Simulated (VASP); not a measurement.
A run of VASP 6.6.1 is set up as follows.

Contents of INCAR:

```
PREC     = Accurate       # precision mode
ENCUT    = 520            # plane-wave cutoff, eV
EDIFF    = 1E-6           # SCF threshold, eV
ISMEAR   = 0              # smearing method
SIGMA    = 0.15           # smearing width, eV
LREAL    = False          # projectors in reciprocal space
LASPH    = True           # aspherical terms in the spheres
NELM     = 80             # most SCF steps
ALGO     = Normal         # electronic algorithm
ISIF     = 2              # what is computed and relaxed
LWAVE    = False          # write WAVECAR
LCHARG   = False          # write CHGCAR
GGA      = PS             # functional
NBANDS   = 39             # bands
```

Contents of KPOINTS:

```
regular mesh
0
Gamma
  10 10 10
```

Contents of POSCAR:

```
Zr2O
1.0
    4.7282838620      0.0000000000      0.0000000000
    0.0000000000      4.7282838620      0.0000000000
    0.0000000000      0.0000000000      4.7282838620
Zr O
4 2
Direct
    0.2500000000      0.2500000000      0.7500000000
    0.7500000000      0.2500000000      0.2500000000
    0.2500000000      0.7500000000      0.2500000000
    0.7500000000      0.7500000000      0.7500000000
    0.0000000000      0.0000000000      0.0000000000
    0.5000000000      0.5000000000      0.5000000000
```

Potentials or basis: VASP PAW PBE potentials, release 64 (Zr_sv, O).

Command:

```console
$ cat potpaw_PBE.64/Zr_sv/POTCAR potpaw_PBE.64/O/POTCAR > POTCAR
$ mpirun -np 1 vasp_std > vasp.out
```

Question: Predict the band gap on the k mesh.

Answer: Zero (band 30 reaches 9.41 eV, above the bottom of band 31 at 8.59 eV).

Question: What does it give for the pressure?

Answer: 7.4 GPa.

Caveat: the cell differs from its parent crystal (strain -0.015 along x and y, -0.015 along z); the PAW data sets were made with another functional, which shifts forces and pressure a little.
